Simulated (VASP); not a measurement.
A run of VASP 6.6.1 is set up as follows.

Contents of INCAR:

```
PREC = Accurate
ENCUT = 600
EDIFF = 1E-6
ISMEAR = 0
SIGMA = 0.1
LREAL = F
LASPH = T
NELM = 80
ALGO = Normal
ISIF = 3
LWAVE = F
LCHARG = F
GGA = PE
IBRION = 2
NSW = 90
EDIFFG = -0.04
```

KPOINTS

```
regular mesh
0
Gamma
  4 4 4
```

The input POSCAR:

```
MgS
1.0
    6.7064835600      0.0000000000      0.0000000000
    0.0000000000      6.7064835600      0.0000000000
    0.0000000000      0.0000000000      6.7064835600
Mg S
6 6
Direct
    0.5000000000      0.0000000000      0.7500000000
    0.7500000000      0.5000000000      0.0000000000
    0.0000000000      0.7500000000      0.5000000000
    0.5000000000      0.0000000000      0.2500000000
    0.2500000000      0.5000000000      0.0000000000
    0.0000000000      0.2500000000      0.5000000000
    0.0000000000      0.5000000000      0.7500000000
    0.7500000000      0.0000000000      0.5000000000
    0.5000000000      0.7500000000      0.0000000000
    0.0000000000      0.5000000000      0.2500000000
    0.2500000000      0.0000000000      0.5000000000
    0.5000000000      0.2500000000      0.0000000000
```

Potentials or basis: VASP PAW PBE potentials, release 64 (Mg, S).

The run is started by

```sh
$ cat potpaw_PBE.64/Mg/POTCAR potpaw_PBE.64/S/POTCAR > POTCAR
$ mpirun -np 1 vasp_std > vasp.out
```

(1) What does it give for the space group after relaxing (to 0.1 Å)?

(2) Predict the relaxed cell.

(3) Predict the relaxed volume.

(4) Predict the band gap on the k mesh.

Answers

(1) Pm-3n (No. 223).

(2) a = 6.978 Å, b = 6.978 Å, c = 6.978 Å, α = 90.00°, β = 90.00°, γ = 90.00°.

(3) 28.31 Å³/atom.

(4) 3.05 eV.
